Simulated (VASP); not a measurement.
# PtS2 (Cm) in VASP: single point with PBEsol

Aim: the single point of PtS2 with PBEsol.

All numbers are computed with VASP 6.6.1; they aren't measurements. Logs are shortened: lines on timing, memory, paths and dates and some standing lists are left out, and cuts for length are marked.

### Step 1. The cell of the first run

Symmetry: Cm, No. 8, monoclinic system. Conventional cell: a = 6.137 Å, b = 3.543 Å, c = 5.039 Å, α = 90.00°, β = 90.00°, γ = 90.00°. Within 3.1 Å of Pt (site symmetry m) lie 6 S at 2.32 to 2.45 Å. Within 3.4 Å of S (site symmetry m) lie 3 Pt at 2.32 to 2.45 Å and 6 S at 3.22 to 3.31 Å. S (site symmetry m) has 3 Pt at 2.40 Å and 6 S at 3.22 to 3.31 Å within 3.4 Å.

### Step 2. Single point, PBEsol (atom 2 (S) moved by (+0.000, -0.100) A along x and y)

File INCAR:

```
SYSTEM = PtS2
PREC = Accurate
ENCUT = 520
EDIFF = 1E-6
ISMEAR = 0
SIGMA = 0.05
LREAL = .False.
LASPH = .True.
NELM = 80
ALGO = Normal
ISIF = 2
LWAVE = .False.
LCHARG = .True.
GGA = PS
LELF = .True.
LVHAR = .True.
NBANDS = 18
```

File KPOINTS:

```
Automatic mesh
0
Gamma
  12 12 8
  0 0 0
```

File POSCAR:

```
PtS2
1.0
    3.5431994758      0.0000000000      0.0000000000
   -1.7715997379      3.0685007567      0.0000000000
    0.0000000000      0.0000000000      5.0388000000
Pt S
1 2
Direct
    0.0000000000      0.0000000000      0.0000000000
    0.3170387309      0.6340774617      0.2500000000
    0.6666666667      0.3333333333      0.7500000000
```

Potentials or basis: VASP PAW PBE potentials, release 64 (Pt, S).

The run is started by

```
cat potpaw_PBE.64/Pt/POTCAR potpaw_PBE.64/S/POTCAR > POTCAR
mpirun -np 1 vasp_std > vasp.out
```

OUTCAR:

```text
SYSTEM = PtS2
   PREC = Accurate
   ENCUT = 520
   EDIFF = 1E-6
   ISMEAR = 0
   LREAL = .False.
   LASPH = .True.
   NELM = 80
   ISIF = 2
   GGA = PS

 ion  position               nearest neighbor table
   1  0.000  0.000  0.000-   2 2.32   3 2.40   3 2.40   3 2.40   2 2.45   2 2.45
   2  0.317  0.634  0.250-   1 2.32   1 2.45   1 2.45
   3  0.667  0.333  0.750-   1 2.40   1 2.40   1 2.40

  LATTYP: Found a hexagonal cell.
 ALAT       =     3.5431994758
 C/A-ratio  =     1.4221045229

  Lattice vectors:

 A1 = (   3.5431994758,   0.0000000000,   0.0000000000)
 A2 = (  -1.7715997379,   3.0685007567,   0.0000000000)
 A3 = (   0.0000000000,   0.0000000000,   5.0388000000)

Analysis of symmetry for initial positions (statically):
=====================================================================
 Subroutine PRICEL returns:
 Original cell was already a primitive cell.

 Routine SETGRP: Setting up the symmetry group for a
 hexagonal supercell.

 Subroutine GETGRP returns: Found  2 space group operations
 (whereof  2 operations were pure point group operations)
 out of a pool of 24 trial point group operations.

The static configuration has the point symmetry C_1h.

Analysis of symmetry for dynamics (positions and initial velocities):
=====================================================================
 Subroutine PRICEL returns:
 Original cell was already a primitive cell.

 Routine SETGRP: Setting up the symmetry group for a
 hexagonal supercell.

 Subroutine GETGRP returns: Found  2 space group operations
 (whereof  2 operations were pure point group operations)
 out of a pool of 24 trial point group operations.

The dynamic configuration has the point symmetry C_1h.

 Subroutine INISYM returns: Found  2 space group operations
 (whereof  2 operations are pure point group operations),
 and found     1 'primitive' translations

----------------------------------------------------------------------------------------

                                     Primitive cell

  volume of cell :      54.7834

  direct lattice vectors                    reciprocal lattice vectors
     3.543199476  0.000000000  0.000000000     0.282230794  0.162946025  0.000000000
    -1.771599738  3.068500757  0.000000000     0.000000000  0.325892049  0.000000000
     0.000000000  0.000000000  5.038800000     0.000000000  0.000000000  0.198459951

  length of vectors
     3.543199476  3.543199476  5.038800000     0.325892049  0.325892049  0.198459951

  position of ions in fractional coordinates (direct lattice)
     0.000000000  0.000000000  0.000000000
     0.317038731  0.634077462  0.250000000
     0.666666667  0.333333333  0.750000000

  ion indices of the primitive-cell ions
   primitive index   ion index
                 1           1
                 2           2
                 3           3

----------------------------------------------------------------------------------------

 KPOINTS: Automatic mesh

Automatic generation of k-mesh.
 Grid dimensions read from file:
 generate k-points for:   12   12    8

 Generating k-lattice:

  Cartesian coordinates                     Fractional coordinates (reciprocal lattice)
     0.023519233  0.013578835  0.000000000     0.083333333  0.000000000  0.000000000
     0.000000000  0.027157671  0.000000000     0.000000000  0.083333333  0.000000000
     0.000000000  0.000000000  0.024807494     0.000000000  0.000000000  0.125000000

  Length of vectors
     0.027157671  0.027157671  0.024807494

  Shift w.r.t. Gamma in fractional coordinates (k-lattice)
     0.000000000  0.000000000  0.000000000

 Subroutine IBZKPT returns following result:
 ===========================================

 Found    320 irreducible k-points:

 Following reciprocal coordinates:
            Coordinates               Weight
  0.000000  0.000000  0.000000      1.000000
  0.083333  0.000000  0.000000      4.000000
  0.000000  0.083333  0.000000      2.000000
  0.166667  0.000000  0.000000      4.000000
  0.000000  0.166667  0.000000      2.000000
  0.250000 -0.000000  0.000000      4.000000
[... 16 lines left out ...]
 -0.083333  0.416667  0.000000      4.000000
 -0.416667  0.333333  0.000000      4.000000
 [... further k-points ...]
   k-points           NKPTS =    320   k-points in BZ     NKDIM =    320   number of bands    NBANDS=     18
   number of dos      NEDOS =    301   number of ions     NIONS =      3
   total plane-waves  NPLWV =  31360
   dimension x,y,z NGX =    28 NGY =   28 NGZ =   40
   dimension x,y,z NGXF=    56 NGYF=   56 NGZF=   80
   ions per type =               1   2
   NGX,Y,Z   is equivalent  to a cutoff of  13.14, 13.14, 13.20 a.u.
   NGXF,Y,Z  is equivalent  to a cutoff of  26.28, 26.28, 26.39 a.u.
 SYSTEM =  PtS2
   PREC   = accura    normal or accurate (medium, high low for compatibility)
   ISTART =      0    job   : 0-new  1-cont  2-samecut
   ICHARG =      2    charge: 1-file 2-atom 10-const
   ISPIN  =      1    spin polarized calculation?
   LNONCOLLINEAR =      F non collinear calculations
   LSORBIT =      F    spin-orbit coupling
   LASPH  =      T    aspherical Exc in radial PAW
   ENCUT  =  520.0 eV  38.22 Ry    6.18 a.u.   6.59  6.59  9.37*2*pi/ulx,y,z
   NELM   =     80;   NELMIN=  2; NELMDL= -5     # of ELM steps
   EDIFF  = 0.1E-05   stopping-criterion for ELM
   LREAL  =      F    real-space projection
   EDIFFG = 0.1E-04   stopping-criterion for IOM
   NSW    =      0    number of steps for IOM
   IBRION =     -1    ionic relax: 0-MD 1-quasi-New 2-CG
   NFREE  =      0    steps in history (QN), initial steepest desc. (CG)
   ISIF   =      2    stress and relaxation
   ISYM   =      2    0-nonsym 1-usesym 2-fastsym
   POTIM  = 0.5000    time-step for ionic-motion
   TEBEG  =    0.0;   TEEND  =   0.0 temperature during run
   PSTRESS=    0.0 pullay stress
   NELECT =      22.0000    total number of electrons
   NUPDOWN=      -1.0000    fix difference up-down
   EMIN   =  10.00;   EMAX   =-10.00  energy-range for DOS
   EFERMI =   0.00;   METHOD = LEGACY
   ISMEAR =     0;   SIGMA  =   0.05  broadening in eV -4-tet -1-fermi 0-gaus
   EFERMI_NEDOS =   21; number of points for ismear=-14 and -15
   IALGO  =     38    algorithm
   IMIX   =      4    mixing-type and parameters
     AMIX     =   0.40;   BMIX     =  1.00
     AMIX_MAG =   1.60;   BMIX_MAG =  1.00
  volume/ion in A,a.u.               =      18.26       123.23
  Fermi-wavevector in a.u.,A,eV,Ry     =   1.207812  2.282434 19.848319  1.458810
  Thomas-Fermi vector in A             =   2.343439
   LORBIT       =      0    0 simple, 1 ext, 2 COOP (PROOUT), +10 PAW based schemes
   GGA     = PS    functional components
   LHFCALC =     F    Hartree Fock is set to
   AEXX    =    0.0000 exact exchange contribution
   IVDW    =     0    specifies the selected vdW correction
   LEPSILON=     F    determine dielectric tensor
   LRPA    =     F    only Hartree local field effects (RPA)
 non-spin polarized calculation
 Gauss-broadening in eV      SIGMA  =   0.05
  energy-cutoff  :      520.00
  volume of cell :       54.78
 maximum number of plane-waves:      1507
   NGX = 13   NGY = 13   NGZ = 19

 number of electron      22.0000000 magnetization

 Free energy of the ion-electron system (eV)
  ---------------------------------------------------
  ext. energy  EPLUGINS =         0.00000000
  ---------------------------------------------------
  free energy    TOTEN  =       -16.91975136 eV

  energy without entropy =      -16.91975136  energy(sigma->0) =      -16.91975136

 E-fermi :   6.9856     XC(G=0): -10.8847

 val. band max:        6.7847850607   @ k =   0.0000   0.0000   0.0000
 cond. band min:       7.2019516170   @ k =  -0.2500  -0.0833   0.2500
 fundamental gap:      0.4171665563
 Fermi energy:         6.9855966971

 k-point     1 :       0.0000    0.0000    0.0000
  band No.  band energies     occupation
      1      -8.5104      2.00000
      2      -5.6426      2.00000
      3      -0.3632      2.00000
      4       0.2309      2.00000
      5       0.3574      2.00000
      6       2.9081      2.00000
[... 10 lines left out ...]
     17      14.8938      0.00000
     18      19.3098      0.00000

 k-point     2 :       0.0833    0.0000    0.0000
  band No.  band energies     occupation
      1      -8.4233      2.00000
      2      -5.6788      2.00000
      3      -0.2686      2.00000
      4       0.2814      2.00000
      5       0.4084      2.00000
      6       2.7748      2.00000
[... 10 lines left out ...]
     17      15.1001      0.00000
     18      18.0520      0.00000

 k-point     3 :       0.0000    0.0833    0.0000
  band No.  band energies     occupation
      1      -8.4208      2.00000
      2      -5.6840      2.00000
      3      -0.2597      2.00000
      4       0.2938      2.00000
      5       0.4185      2.00000
      6       2.7637      2.00000
[... 10 lines left out ...]
     17      14.8012      0.00000
     18      17.8344      0.00000

 k-point     4 :       0.1667    0.0000    0.0000
  band No.  band energies     occupation
      1      -8.1716      2.00000
      2      -5.7776      2.00000
      3      -0.0069      2.00000
      4       0.4234      2.00000
      5       0.5628      2.00000
      6       2.3655      2.00000
[... 10 lines left out ...]
     17      15.7205      0.00000
     18      16.5439      0.00000

 k-point     5 :       0.0000    0.1667    0.0000
  band No.  band energies     occupation
      1      -8.1615      2.00000
      2      -5.7954      2.00000
      3       0.0379      2.00000
      4       0.4766      2.00000
      5       0.5853      2.00000
      6       2.2727      2.00000
[... 10 lines left out ...]
     17      15.4808      0.00000
     18      16.2939      0.00000

 k-point     6 :       0.2500   -0.0000    0.0000
  band No.  band energies     occupation
      1      -7.7853      2.00000
      2      -5.9158      2.00000
      3       0.3118      2.00000
      4       0.6031      2.00000
      5       0.8572      2.00000
      6       1.6691      2.00000
[... 10 lines left out ...]
     17      15.5484      0.00000
     18      15.9336      0.00000

 k-point     7 :       0.0000    0.2500    0.0000
  band No.  band energies     occupation
      1      -7.7629      2.00000
      2      -5.9463      2.00000
      3       0.4376      2.00000
      4       0.7812      2.00000
      5       0.8015      2.00000
      6       1.4886      2.00000
[... 10 lines left out ...]
     17      15.5135      0.00000
     18      15.7341      0.00000

 k-point     8 :       0.3333   -0.0000    0.0000
  band No.  band energies     occupation
      1      -7.3229      2.00000
      2      -6.0702      2.00000
      3       0.2794      2.00000
      4       0.7093      2.00000
      5       1.0881      2.00000
      6       1.5384      2.00000
[... 10 lines left out ...]
     17      15.3162      0.00000
     18      16.0684      0.00000
[... 229 lines left out ...]
     17      15.3208      0.00000
     18      16.0458      0.00000

 k-point    20 :      -0.0833    0.3333    0.0000
  band No.  band energies     occupation
      1      -7.4793      2.00000
      2      -6.0368      2.00000
      3       0.5821      2.00000
      4       0.7501      2.00000
      5       1.0374      2.00000
      6       1.3422      2.00000
[... 10 lines left out ...]
     17      15.3492      0.00000
     18      15.9181      0.00000

 k-point    21 :      -0.3333    0.2500    0.0000
  band No.  band energies     occupation
      1      -7.5110      2.00000
      2      -6.0008      2.00000
      3       0.4637      2.00000
      4       0.5918      2.00000
      5       1.0538      2.00000
      6       1.4649      2.00000
[... 10 lines left out ...]
     17      15.3512      0.00000
     18      16.0355      0.00000

 k-point    22 :       0.3333    0.0833    0.0000
  band No.  band energies     occupation
      1      -7.0445      2.00000
      2      -6.1602      2.00000
      3       0.0642      2.00000
      4       0.6950      2.00000
      5       1.2891      2.00000
      6       1.8246      2.00000
[... 10 lines left out ...]
     17      15.6508      0.00000
     18      16.3494      0.00000

 k-point    23 :      -0.0833    0.4167    0.0000
  band No.  band energies     occupation
      1      -7.0074      2.00000
      2      -6.1882      2.00000
      3      -0.0531      2.00000
      4       0.9053      2.00000
      5       1.3936      2.00000
      6       1.7164      2.00000
[... 10 lines left out ...]
     17      15.4312      0.00000
     18      16.4413      0.00000

 k-point    24 :      -0.4167    0.3333    0.0000
  band No.  band energies     occupation
      1      -7.0515      2.00000
      2      -6.1548      2.00000
      3       0.0826      2.00000
      4       0.6706      2.00000
      5       1.2614      2.00000
      6       1.7460      2.00000
[... 10 lines left out ...]
     17      15.6591      0.00000
     18      16.3874      0.00000

 [... further k-points ...]

------------------------ aborting loop because EDIFF is reached ----------------------------------------

  FORCE on cell =-STRESS in cart. coord.  units (eV):
  Direction    XX          YY          ZZ          XY          YZ          ZX
  --------------------------------------------------------------------------------------
  -------------------------------------------------------------------------------------
  Total       -1.2028669     -0.0986659     -1.4164346      0.0000000      1.1320959      0.0000000
  in kB      -35.1786516     -2.8855510    -41.4245840      0.0000000     33.1089065      0.0000000
  external PRESSURE =     -26.4962622 kB  Pullay stress =       0.0000000 kB

 VOLUME and BASIS-vectors are now :
 -----------------------------------------------------------------------------
  energy-cutoff  :      520.00
  volume of cell :       54.78
      direct lattice vectors                 reciprocal lattice vectors
     3.543199476  0.000000000  0.000000000     0.282230794  0.162946025  0.000000000
    -1.771599738  3.068500757  0.000000000     0.000000000  0.325892049  0.000000000
     0.000000000  0.000000000  5.038800000     0.000000000  0.000000000  0.198459951

 POSITION                                       TOTAL-FORCE (eV/Angst)
 -----------------------------------------------------------------------------------
      0.00000      0.00000      0.00000         0.000000     -0.858443     -0.093324
      0.00000      1.94567      1.25970         0.000000      0.928915     -0.482494
      1.77160      1.02283      3.77910         0.000000     -0.070472      0.575818
 -----------------------------------------------------------------------------------
    total drift:                               -0.000000      0.000056      0.000023

  FREE ENERGIE OF THE ION-ELECTRON SYSTEM (eV)
  ---------------------------------------------------
  free  energy   TOTEN  =       -16.9197513641 eV

  energy  without entropy=      -16.9197513641  energy(sigma->0) =      -16.91975136
```

It took 5.5 min on 1 thread of Intel Xeon 8259CL, shared host; peak memory 0.42 GiB.

Results:

| Item | Value |
| --- | --- |
| Free energy | -16.9198 eV |
| Pressure | -2.6 GPa |
| Largest force | 1.047 eV/Å |
| Band gap on the k mesh | 0.42 eV (least direct gap 0.66 eV) |

Forces on the atoms (eV/Å):
```
Pt   0.000 -0.858 -0.093
S    0.000  0.929 -0.482
S    0.000 -0.070  0.576
```

Stress tensor (GPa, compression positive):
```
-3.52  0.00  0.00
 0.00 -0.29  3.31
 0.00  3.31 -4.14
```

Levels at points of the mesh, in eV from the valence-band top:
| k point | band 7 | band 8 | band 9 | band 10 | band 11 | band 12 | band 13 | band 14 | band 15 | band 16 |
| --- | --- | --- | --- | --- | --- | --- | --- | --- | --- | --- |
| (0.00, 0.00, 0.00) | -3.84 | -2.28 | -1.22 | -0.98 | 0.00 | 1.60 | 1.90 | 4.37 | 5.10 | 7.74 |
| (0.50, 0.00, 0.00) | -3.50 | -3.26 | -3.08 | -2.99 | -2.53 | 1.12 | 2.43 | 5.39 | 6.25 | 7.83 |
| (0.00, 0.50, 0.00) | -3.70 | -3.29 | -3.11 | -3.09 | -2.55 | 1.40 | 2.28 | 5.17 | 6.14 | 7.53 |
| (0.00, 0.00, 0.50) | -3.86 | -2.92 | -1.50 | -1.38 | -1.26 | 2.34 | 2.49 | 5.39 | 6.84 | 7.55 |
| (0.50, 0.00, 0.50) | -3.31 | -3.12 | -2.82 | -2.58 | -1.42 | 1.37 | 2.07 | 4.75 | 5.02 | 7.23 |
| (0.00, 0.50, 0.50) | -3.40 | -3.15 | -2.80 | -2.68 | -1.64 | 1.24 | 2.02 | 5.04 | 5.22 | 7.36 |

Caveat: the cell differs from its parent crystal (atom 2 (S) moved by (+0.000, -0.100) A along x and y); the PAW data sets were made with another functional, which shifts forces and pressure a little; spin-orbit coupling is left out, which moves the levels of the heavy elements. A k mesh can miss the band edges.
